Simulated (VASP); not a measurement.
A run of VASP 6.6.1 is set up as follows.

INCAR

```
PREC = Accurate
ENCUT = 520
EDIFF = 1E-7
ISMEAR = -1
SIGMA = 0.05
LREAL = F
LASPH = T
NELM = 60
ALGO = Normal
ISIF = 2
LWAVE = F
LCHARG = F
GGA = PE
NBANDS = 21
```

File KPOINTS:

```
Automatic mesh
0
Gamma
  8 8 8
```

Contents of POSCAR:

```
PbF2
1.0
    0.0000000000      2.9832874594      2.9832874594
    2.9832874594      0.0000000000      2.9832874594
    2.9832874594      2.9832874594      0.0000000000
Pb F
1 2
Direct
    0.0000000000      0.0000000000      0.0000000000
    0.7500000000      0.7500000000      0.7500000000
    0.2500000000      0.2500000000      0.2500000000
```

Potentials or basis: VASP PAW PBE potentials, release 64 (Pb_d, F).

Command:

```console
$ cat potpaw_PBE.64/Pb_d/POTCAR potpaw_PBE.64/F/POTCAR > POTCAR
$ mpirun -np 1 vasp_std > vasp.out
```

(1) Predict the band gap on the k mesh.

(2) What does it give for the pressure?

Answers

(1) 4.42 eV, indirect (least direct gap 4.56 eV).

(2) 1.0 GPa.

Caveat: spin-orbit coupling is left out, which moves the levels of the heavy elements.
